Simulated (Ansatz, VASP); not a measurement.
## Two plane-wave programs on Si

```xyz
4
Lattice="3.8475 0.0000 0.0000 -1.9238 3.3321 0.0000 0.0000 0.0000 18.4416" Properties=species:S:1:pos:R:3 pbc="T T T"
Si    0.0000    2.2214    4.9708
Si    1.9238    1.1107    4.5000
Si   -0.9619    3.8874    9.8416
Si    0.9619    2.7767    9.3708
```

Alike in both runs: task single point; functional PBE; dispersion D3(BJ); k mesh 9 × 9 × 1; occupations gaussian, width 0.1 eV; no spin polarisation.

```csv
,VASP,Ansatz
version,VASP 6.6.1,Ansatz 0.2.0
potentials or method,"VASP PAW PBE potentials, release 64 (Si), cutoff 520 eV","scalar-relativistic, plane waves, PAW"
valence electrons in the cell,16,16
```

VASP gave:

```
gap on the k mesh at the Fermi level (eV) : 0.11
least direct gap on the mesh (eV)         : 0.11
rms of the force components (eV/Å)        : 0.049
```

Q: What did Ansatz give for the same quantities?

A: gap on the k mesh at the Fermi level (eV): 0.11; least direct gap on the mesh (eV): 0.11; rms of the force components (eV/Å): 0.050.

Atom by atom the forces differ by 0.003 eV/Å (rms over components).
